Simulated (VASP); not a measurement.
# Mg16O17 (a cell with a defect) (O interstitial hop between voids) in VASP: single point with PBE

Aim: the single point of Mg16O17 (a cell with a defect) (O interstitial hop between voids) with PBE.

Everything below comes from runs of VASP 6.6.1. Logs are shortened: lines on timing, memory, paths and dates and some standing lists are left out, and cuts for length are marked.

### Step 1. The cell of the first run

The cell holds a defect, 33 atoms: a = 7.369 Å, b = 7.369 Å, c = 7.369 Å, α = 109.47°, β = 109.47°, γ = 109.47°.

### Step 2. Single point, PBE

The input, INCAR:

```
PREC = Accurate
ENCUT = 520
EDIFF = 1E-6
ISMEAR = -1
SIGMA = 0.01
LREAL = Auto
LASPH = T
NELM = 120
ALGO = Normal
ISIF = 2
LWAVE = F
LCHARG = F
GGA = PE
NBANDS = 89
GGA_COMPAT = F
```

The input, KPOINTS:

```
Automatic mesh
0
Gamma
  1 1 1
```

The input, POSCAR:

```
Mg16O17
1.0
   -4.2543812300      4.2543812300      4.2543812300
    4.2543812300     -4.2543812300      4.2543812300
    4.2543812300      4.2543812300     -4.2543812300
Mg O
16 17
Direct
   -0.0066650115     -0.0070332202     -0.0058724168
    0.0006714255      0.2534322717      0.7547732153
   -0.0055369979      0.5068299909      0.5079595323
    0.0007596874      0.7534228426      0.2542355613
    0.2589923047      0.0094889240      0.7569155950
    0.2347901953      0.2435375308      0.4984789527
    0.2350536884      0.4972556256      0.2447820126
    0.2587899251      0.7556988493      0.0105944901
    0.4929225630     -0.0007740256      0.5007819903
    0.4993468815      0.2593608660      0.2604110775
    0.4929002331      0.4996732510      0.0004465984
    0.5002291485      0.7466163299      0.7476459744
    0.7468767673      0.0072363050      0.2474537290
    0.7470357799      0.2465421981      0.0083214216
    0.7463330925      0.4732010112      0.7784121406
    0.7471450790      0.7778510719      0.4743897857
    0.0011147332      0.0065775723      0.5023374457
   -0.0087849438      0.2490980339      0.2502036001
    0.0009671207      0.5012855888      0.0075264764
    0.0493176301      0.7777765605      0.7786756336
    0.2468810253      0.0003664458      0.2539988641
    0.2469302686      0.2530216362      0.0017398535
    0.2468085118      0.5003275177      0.7542761982
    0.2468897222      0.7530593350      0.5014415457
    0.5025688542      0.0046100711      0.0057339713
    0.4924885399      0.2469048830      0.7533482137
    0.4447761960      0.4757529687      0.4773041931
    0.4924424697      0.7519315564      0.2481920267
    0.7470094541      0.0104598055      0.7525399881
    0.7466497073      0.2438049023      0.5033386488
    0.7467880353      0.5023380333      0.2449772232
    0.7468698333      0.7514373600      0.0114775798
    0.7474340752      0.6284564912      0.6292487333
```

Potentials or basis: VASP PAW PBE potentials, release 64 (Mg, O).

On the command line:

```bash
$ cat potpaw_PBE.64/Mg/POTCAR potpaw_PBE.64/O/POTCAR > POTCAR
$ mpirun -np 1 vasp_gam > vasp.out
```

OUTCAR:

```text
PREC = Accurate
   ENCUT = 520
   EDIFF = 1E-6
   ISMEAR = -1
   LREAL = Auto
   LASPH = T
   NELM = 120
   ISIF = 2
   GGA = PE

 ion  position               nearest neighbor table
   1  0.993  0.993  0.994-  20 2.10  32 2.15  29 2.15  21 2.15  22 2.15  18 2.19  33 2.53  12 2.97
                             4 3.01   2 3.01  13 3.01  14 3.01   8 3.03   5 3.03   7 3.04   6 3.04
   2  0.001  0.253  0.755-  23 2.10  22 2.10  29 2.10  30 2.11  17 2.13  19 2.13  15 2.87  16 2.88
                             7 2.95   6 2.95  11 2.96   1 3.01   3 3.01   8 3.02   5 3.02  14 3.05
   3  0.994  0.507  0.508-  20 2.10  23 2.15  24 2.15  31 2.16  30 2.16  18 2.18  33 2.56  10 2.98
                            13 3.01  14 3.01   2 3.01   4 3.01   8 3.03   5 3.03   6 3.03   7 3.03
   4  0.001  0.753  0.254-  21 2.10  24 2.10  32 2.11  31 2.11  19 2.12  17 2.13  16 2.86  15 2.88
                             6 2.95   7 2.95   9 2.96   1 3.01   3 3.01   8 3.02   5 3.02  14 3.05
   5  0.259  0.009  0.757-  20 1.98  26 2.02  25 2.12  24 2.13  22 2.13  17 2.17  14 2.94   9 2.95
                            11 2.95   6 2.97   2 3.02   4 3.02   3 3.03   1 3.03  10 3.03  12 3.03
   6  0.235  0.244  0.498-  27 1.98  17 2.02  18 2.12  21 2.13  23 2.13  26 2.17  13 2.94   4 2.95
                             2 2.95   5 2.97  11 3.02   9 3.02  10 3.03  12 3.03   3 3.03   1 3.04
   7  0.235  0.497  0.245-  27 1.98  19 2.02  18 2.12  22 2.12  24 2.13  28 2.16  14 2.94   2 2.95
                             4 2.95   8 2.97   9 3.02  11 3.02  10 3.02  12 3.03   3 3.03   1 3.04
   8  0.259  0.756  0.011-  20 1.98  28 2.02  25 2.12  23 2.13  21 2.13  19 2.17  13 2.94  11 2.95
                             9 2.95   7 2.97   4 3.02   2 3.02   3 3.03   1 3.03  10 3.03  12 3.04
   9  0.493  0.999  0.501-  24 2.10  21 2.10  29 2.11  30 2.11  28 2.12  26 2.13  15 2.87  16 2.88
                             5 2.95   8 2.95   4 2.96  12 3.01  10 3.01   7 3.02   6 3.02  13 3.05
  10  0.499  0.259  0.260-  27 2.10  22 2.15  21 2.15  30 2.15  31 2.15  25 2.18  33 2.56   3 2.98
                            13 3.01  14 3.01  11 3.01   9 3.01   7 3.02   6 3.03   5 3.03   8 3.03
  11  0.493  0.500  0.000-  23 2.10  22 2.10  32 2.11  31 2.11  26 2.13  28 2.13  16 2.87  15 2.88
                             8 2.95   5 2.95   2 2.96  12 3.01  10 3.01   6 3.02   7 3.02  14 3.05
  12  0.500  0.747  0.748-  27 2.09  24 2.15  32 2.15  29 2.15  23 2.15  25 2.19  33 2.54   1 2.97
                             9 3.01  11 3.01  13 3.01  14 3.01   7 3.03   6 3.03   5 3.03   8 3.04
  13  0.747  0.007  0.247-  25 2.06  18 2.06  32 2.10  30 2.10  17 2.17  28 2.17  16 2.75  14 2.88
                             6 2.94   8 2.94   3 3.01  10 3.01   1 3.01  12 3.01   9 3.05   2 3.05
  14  0.747  0.247  0.008-  18 2.06  25 2.06  29 2.10  31 2.10  19 2.17  26 2.17  15 2.75  13 2.88
                             7 2.94   5 2.94   3 3.01  10 3.01   1 3.01  12 3.01   4 3.05   2 3.05
  15  0.746  0.473  0.778-  33 1.83  26 1.95  19 1.95  30 2.17  32 2.19  27 2.57  20 2.58  14 2.75
                             9 2.87   2 2.87  11 2.88   4 2.88   6 3.09   8 3.10  10 3.13   3 3.14
  16  0.747  0.778  0.474-  33 1.83  17 1.95  28 1.95  31 2.16  29 2.19  20 2.58  27 2.58  13 2.75
                             4 2.86  11 2.87   2 2.88   9 2.88   5 3.09   7 3.10   3 3.13  10 3.14
  17  0.001  0.007  0.502-  16 1.95   6 2.02   2 2.13   4 2.13   5 2.17  13 2.17
  18  0.991  0.249  0.250-  13 2.06  14 2.06   7 2.12   6 2.12   3 2.18   1 2.19
  19  0.001  0.501  0.008-  15 1.95   7 2.02   4 2.12   2 2.13   8 2.17  14 2.17
  20  0.049  0.778  0.779-  33 1.82   5 1.98   8 1.98   3 2.10   1 2.10  16 2.58  15 2.58
  21  0.247  0.000  0.254-   4 2.10   9 2.10   6 2.13   8 2.13  10 2.15   1 2.15
  22  0.247  0.253  0.002-   2 2.10  11 2.10   7 2.12   5 2.13  10 2.15   1 2.15
  23  0.247  0.500  0.754-  11 2.10   2 2.10   8 2.13   6 2.13   3 2.15  12 2.15
  24  0.247  0.753  0.501-   9 2.10   4 2.10   5 2.13   7 2.13   3 2.15  12 2.15
  25  0.503  0.005  0.006-  13 2.06  14 2.06   5 2.12   8 2.12  10 2.18  12 2.19
  26  0.492  0.247  0.753-  15 1.95   5 2.02  11 2.13   9 2.13   6 2.17  14 2.17
  27  0.445  0.476  0.477-  33 1.82   6 1.98   7 1.98  12 2.09  10 2.10  15 2.57  16 2.58
  28  0.492  0.752  0.248-  16 1.95   8 2.02   9 2.12  11 2.13   7 2.16  13 2.17
  29  0.747  0.010  0.753-  14 2.10   2 2.10   9 2.11   1 2.15  12 2.15  16 2.19
  30  0.747  0.244  0.503-  13 2.10   9 2.11   2 2.11  10 2.15   3 2.16  15 2.17
  31  0.747  0.502  0.245-  14 2.10  11 2.11   4 2.11  10 2.15   3 2.16  16 2.16
  32  0.747  0.751  0.011-  13 2.10   4 2.11  11 2.11   1 2.15  12 2.15  15 2.19
  33  0.747  0.628  0.629-  20 1.82  27 1.82  16 1.83  15 1.83   1 2.53  12 2.54   3 2.56  10 2.56

  LATTYP: Found a body centered cubic cell.
 ALAT       =     8.5087624600

  Lattice vectors:

 A1 = (  -4.2543812300,   4.2543812300,   4.2543812300)
 A2 = (   4.2543812300,  -4.2543812300,   4.2543812300)
 A3 = (   4.2543812300,   4.2543812300,  -4.2543812300)

Analysis of symmetry for initial positions (statically):
=====================================================================
 Subroutine PRICEL returns:
 Original cell was already a primitive cell.

 Routine SETGRP: Setting up the symmetry group for a
 body centered cubic supercell.

 Subroutine GETGRP returns: Found  1 space group operations
 (whereof  1 operations were pure point group operations)
 out of a pool of 48 trial point group operations.

The static configuration has the point symmetry C_1 .

[... 122 lines left out ...]
     0.000000000  0.000000000  0.000000000

 Subroutine IBZKPT returns following result:
 ===========================================

 Found      1 irreducible k-points:

 Following reciprocal coordinates:
            Coordinates               Weight
  0.000000  0.000000  0.000000      1.000000
   k-points           NKPTS =      1   k-points in BZ     NKDIM =      1   number of bands    NBANDS=     89
   number of dos      NEDOS =    301   number of ions     NIONS =     33
   total plane-waves  NPLWV = 175616
   dimension x,y,z NGX =    56 NGY =   56 NGZ =   56
   dimension x,y,z NGXF=   112 NGYF=  112 NGZF=  112
   ions per type =              16  17
   NGX,Y,Z   is equivalent  to a cutoff of  12.63, 12.63, 12.63 a.u.
   NGXF,Y,Z  is equivalent  to a cutoff of  25.27, 25.27, 25.27 a.u.
 SYSTEM =  unknown system
   PREC   = accura    normal or accurate (medium, high low for compatibility)
   ISTART =      0    job   : 0-new  1-cont  2-samecut
   ICHARG =      2    charge: 1-file 2-atom 10-const
   ISPIN  =      1    spin polarized calculation?
   LNONCOLLINEAR =      F non collinear calculations
   LSORBIT =      F    spin-orbit coupling
   LASPH  =      T    aspherical Exc in radial PAW
   ENCUT  =  520.0 eV  38.22 Ry    6.18 a.u.  13.70 13.70 13.70*2*pi/ulx,y,z
   NELM   =    120;   NELMIN=  2; NELMDL= -5     # of ELM steps
   EDIFF  = 0.1E-05   stopping-criterion for ELM
   LREAL  =      T    real-space projection
   EDIFFG = 0.1E-04   stopping-criterion for IOM
   NSW    =      0    number of steps for IOM
   IBRION =     -1    ionic relax: 0-MD 1-quasi-New 2-CG
   NFREE  =      0    steps in history (QN), initial steepest desc. (CG)
   ISIF   =      2    stress and relaxation
   ISYM   =      2    0-nonsym 1-usesym 2-fastsym
   POTIM  = 0.5000    time-step for ionic-motion
   TEBEG  =    0.0;   TEEND  =   0.0 temperature during run
   PSTRESS=    0.0 pullay stress
   NELECT =     134.0000    total number of electrons
   NUPDOWN=      -1.0000    fix difference up-down
   EMIN   =  10.00;   EMAX   =-10.00  energy-range for DOS
   EFERMI =   0.00;   METHOD = LEGACY
   ISMEAR =    -1;   SIGMA  =   0.01  broadening in eV -4-tet -1-fermi 0-gaus
   EFERMI_NEDOS =   21; number of points for ismear=-14 and -15
   IALGO  =     38    algorithm
   IMIX   =      4    mixing-type and parameters
     AMIX     =   0.40;   BMIX     =  1.00
     AMIX_MAG =   1.60;   BMIX_MAG =  1.00
  volume/ion in A,a.u.               =       9.33        62.99
  Fermi-wavevector in a.u.,A,eV,Ry     =   1.240471  2.344151 20.936222  1.538769
  Thomas-Fermi vector in A             =   2.374910
   LORBIT       =      0    0 simple, 1 ext, 2 COOP (PROOUT), +10 PAW based schemes
   GGA     = PE    functional components
   LHFCALC =     F    Hartree Fock is set to
   AEXX    =    0.0000 exact exchange contribution
   IVDW    =     0    specifies the selected vdW correction
   LEPSILON=     F    determine dielectric tensor
   LRPA    =     F    only Hartree local field effects (RPA)
 non-spin polarized calculation
  energy-cutoff  :      520.00
  volume of cell :      308.01
 maximum number of plane-waves:      4196
 NGX is ok and might be reduce to    54
   NGX = 27   NGY = 27   NGZ = 27

 number of electron     133.9999998 magnetization

 Free energy of the ion-electron system (eV)
  ---------------------------------------------------
  ext. energy  EPLUGINS =         0.00000000
  ---------------------------------------------------
  free energy    TOTEN  =      -191.63095088 eV

  energy without entropy =     -191.63095088  energy(sigma->0) =     -191.63095088

 E-fermi :   3.7324     XC(G=0): -11.0594

 val. band max:        3.4335107921   @ k =   0.0000   0.0000   0.0000
 cond. band min:       6.6173551394   @ k =   0.0000   0.0000   0.0000
 fundamental gap:      3.1838443473
 Fermi energy:         3.7323876984

 k-point     1 :       0.0000    0.0000    0.0000
  band No.  band energies     occupation
      1     -15.3611      2.00000
      2     -13.8560      2.00000
      3     -13.5097      2.00000
      4     -13.2000      2.00000
      5     -13.1758      2.00000
      6     -13.0678      2.00000
[... 71 lines left out ...]
     78      12.4419      0.00000
     79      12.4786      0.00000
 [bands above 79 left out]

------------------------ aborting loop because EDIFF is reached ----------------------------------------

  FORCE on cell =-STRESS in cart. coord.  units (eV):
  Direction    XX          YY          ZZ          XY          YZ          ZX
  --------------------------------------------------------------------------------------
  -------------------------------------------------------------------------------------
  Total        4.7928198     14.8220250     15.0317113     -0.0160783     -3.1880976     -0.0214504
  in kB       24.9305855     77.0990314     78.1897465     -0.0836338    -16.5833773     -0.1115777
  external PRESSURE =      60.0731211 kB  Pullay stress =       0.0000000 kB

 VOLUME and BASIS-vectors are now :
 -----------------------------------------------------------------------------
  energy-cutoff  :      520.00
  volume of cell :      308.01
      direct lattice vectors                 reciprocal lattice vectors
    -4.254381230  4.254381230  4.254381230     0.000000000  0.117525904  0.117525904
     4.254381230 -4.254381230  4.254381230     0.117525904  0.000000000  0.117525904
     4.254381230  4.254381230 -4.254381230     0.117525904  0.117525904  0.000000000

 POSITION                                       TOTAL-FORCE (eV/Angst)
 -----------------------------------------------------------------------------------
      4.22783      4.23096      4.22109         0.012713      0.006018      0.011317
      4.28643      2.13575     -2.13004        -0.006678      0.003625      0.003620
      0.08648      4.23563      4.22602        -0.002425     -0.000356      0.001993
      4.28373     -2.12050      2.12696         0.006611      0.003115      0.000912
      2.15873      4.28169     -2.07799         0.003820     -0.003536     -0.007563
      2.15793      2.08350     -0.08573         0.010844     -0.004527      0.017849
[... 25 lines left out ...]
      0.06826      0.02940      6.32554        -0.014066     -0.003069     -0.002761
      2.17089      3.18324      3.17650        -0.026857      0.037688     -0.010066
 -----------------------------------------------------------------------------------
    total drift:                               -0.004610      0.001430      0.008156

  FREE ENERGIE OF THE ION-ELECTRON SYSTEM (eV)
  ---------------------------------------------------
  free  energy   TOTEN  =      -191.6309508826 eV

  energy  without entropy=     -191.6309508826  energy(sigma->0) =     -191.63095088
```

Wall time 47 s (1 thread of Intel Xeon 6975P-C (Granite Rapids), shared host); peak memory 0.39 GiB.

What came out:

```yaml
Free_energy: -191.6310 eV
Pressure: 6.0 GPa
Largest_force: 0.047 eV/Å
Band_gap_on_the_k_mesh: 3.18 eV
```

Forces in eV/Å, atoms in the order of the input:
```
Mg   0.013  0.006  0.011
Mg  -0.007  0.004  0.004
Mg  -0.002  0.000  0.002
Mg   0.007  0.003  0.001
Mg   0.004 -0.004 -0.008
Mg   0.011 -0.005  0.018
Mg   0.019  0.013 -0.008
Mg  -0.001 -0.006  0.003
Mg   0.002 -0.005  0.003
Mg   0.009  0.002 -0.004
Mg   0.005  0.003 -0.005
Mg   0.013 -0.005 -0.009
Mg   0.002  0.001 -0.005
Mg   0.001 -0.002 -0.007
Mg   0.027  0.006  0.007
Mg   0.031 -0.010 -0.012
O   -0.007  0.003  0.008
O   -0.007  0.002  0.003
O   -0.012 -0.002  0.000
O    0.009  0.010  0.002
O   -0.002  0.003 -0.009
O   -0.010 -0.012  0.005
O   -0.004 -0.004  0.001
O   -0.005 -0.001 -0.002
O   -0.001 -0.003 -0.005
O   -0.009  0.004  0.000
O   -0.025 -0.019 -0.003
O   -0.005 -0.013  0.019
O   -0.008 -0.003 -0.003
O   -0.002  0.001  0.003
O   -0.007  0.000  0.003
O   -0.014 -0.003 -0.003
O   -0.027  0.038 -0.010
```

Caveat: the k points lie up to 1.04 Å⁻¹ apart.
